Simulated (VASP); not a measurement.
A run of VASP 6.6.1 is set up as follows.

The input INCAR:

```
SYSTEM = InP
PREC = Accurate
ENCUT = 520
EDIFF = 1E-8
ISMEAR = -1
SIGMA = 0.05
LREAL = .False.
LASPH = .True.
NELM = 100
ALGO = Normal
ISIF = 2
LWAVE = .False.
LCHARG = .False.
GGA = CA
LEFG = .True.
NBANDS = 16
```

Contents of KPOINTS:

```
regular mesh
0
Gamma
  11 11 11
  0 0 0
```

Contents of POSCAR:

```
InP
1.0
    0.0000000000      2.8454514337      2.8454514337
    2.8454514337      0.0000000000      2.8454514337
    2.8454514337      2.8454514337      0.0000000000
In P
1 1
Direct
    0.0000000000      0.0000000000      0.0000000000
    0.5000000000      0.5000000000      0.5000000000
```

Potentials or basis: VASP PAW LDA potentials, release 64 (In_d, P).

Run with:

```bash
$ cat potpaw_LDA.64/In_d/POTCAR potpaw_LDA.64/P/POTCAR > POTCAR
$ mpirun -np 1 vasp_std > vasp.out
```

Task: What does it give for the pressure?

Result: -9.3 GPa.

Task: Estimate the band gap on the k mesh.

Result: Zero (bands 9 and 10 overlap by 2.36 eV).

Caveat: the cell stands under tension; spin-orbit coupling is left out, which moves the levels of the heavy elements.
